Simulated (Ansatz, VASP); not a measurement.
Cs: VASP beside Ansatz

```
CELL_PARAMETERS angstrom
13.09372 0.00000 0.00000
-6.54686 11.33949 0.00000
0.00000 0.00000 26.90402
ATOMIC_POSITIONS crystal
Cs 0.66668 0.00000 0.33106
Cs 0.00000 0.66668 0.33106
Cs 0.33332 0.33332 0.33106
Cs 0.00000 0.33332 0.22648
Cs 0.33332 0.00000 0.22648
Cs 0.66668 0.66668 0.22648
```

Alike in both runs: functional PBE; k mesh 3 × 3 × 1; occupations gaussian, width 0.1 eV; no spin polarisation.

Ansatz relaxed the structure, and its values are those at the end. VASP's run is a single point on that final structure, the one shown.

|  | VASP | Ansatz |
| --- | --- | --- |
| version | VASP 6.6.1 | Ansatz 0.2.0 |
| potentials or method | VASP PAW PBE potentials, release 64 (Cs_sv), cutoff 520 eV | scalar-relativistic, plane waves, PAW |
| valence electrons in the cell | 54 | 54 |

```csv
,VASP,Ansatz,Ansatz less VASP
gap on the k mesh at the Fermi level (eV),none,none,-
rms of the force components (eV/Å),0.004,0.004,0.0000
```

A gap of «none» marks a metal or a gap that the smearing closes. With one functional, cell and mesh, what is left measures potentials, basis and numerics. Ansatz's warnings: slab cell height set.

Spin-orbit coupling is off throughout.
